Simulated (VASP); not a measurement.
Here is a VASP 6.6.1 calculation.

Contents of POSCAR:

```
Ga2O3
1.0
    6.1070000000     -1.5185500000      0.0000000000
    6.1070000000      1.5185500000      0.0000000000
   -1.3859889000      0.0000000000      5.6300087400
Ga O
4 6
Direct
    0.0905000000      0.0905000000      0.7946000000
    0.9095000000      0.9095000000      0.2054000000
    0.6586600000      0.6586600000      0.3140200000
    0.3413400000      0.3413400000      0.6859800000
    0.1645000000      0.1645000000      0.1098000000
    0.8355000000      0.8355000000      0.8902000000
    0.1733000000      0.1733000000      0.5632000000
    0.8267000000      0.8267000000      0.4368000000
    0.4959000000      0.4959000000      0.2566000000
    0.5041000000      0.5041000000      0.7434000000
```

Contents of INCAR.step1:

```
ALGO = Normal ; EDIFF = 1E-4
ENCUT = 520 ; GGA = PE
ISMEAR = 0 ; LASPH = T
LCHARG = F ; LREAL = F
LWAVE = T ; NBANDS = 55
NELM = 100 ; PREC = Accurate
SIGMA = 0.1
```

INCAR.step2

```
ALGO = Normal ; BPARAM = 11.95
CPARAM = 0.0093 ; EDIFF = 1E-6
ENCUT = 520 ; ISIF = 2
ISMEAR = 0 ; ISTART = 1
IVDW_NL = 2 ; LASPH = T
LCHARG = T ; LELF = T
LMIXTAU = T ; LREAL = F
LUSE_VDW = T ; LVHAR = T
LWAVE = F ; METAGGA = R2SCAN
NBANDS = 55 ; NELM = 100
PREC = Accurate ; SIGMA = 0.1
```

File KPOINTS:

```
k-points
0
Gamma
  6 6 4
```

Potentials or basis: VASP PAW PBE potentials, release 64 (Ga_d, O).

Command:

```console
$ cat potpaw_PBE.64/Ga_d/POTCAR potpaw_PBE.64/O/POTCAR > POTCAR
$ cp INCAR.step1 INCAR
$ mpirun -np 1 vasp_std > vasp.out
$ cp INCAR.step2 INCAR
$ mpirun -np 1 vasp_std > vasp.out
```

(1) What does it give for the pressure?

(2) Predict the largest force.

(3) Estimate the band gap on the k mesh.

Results:

(1) 1.6 GPa.

(2) 0.196 eV/Å.

(3) 3.04 eV (least direct gap 3.06 eV).

Caveat: the PAW data sets were made with another functional, which shifts forces and pressure a little.
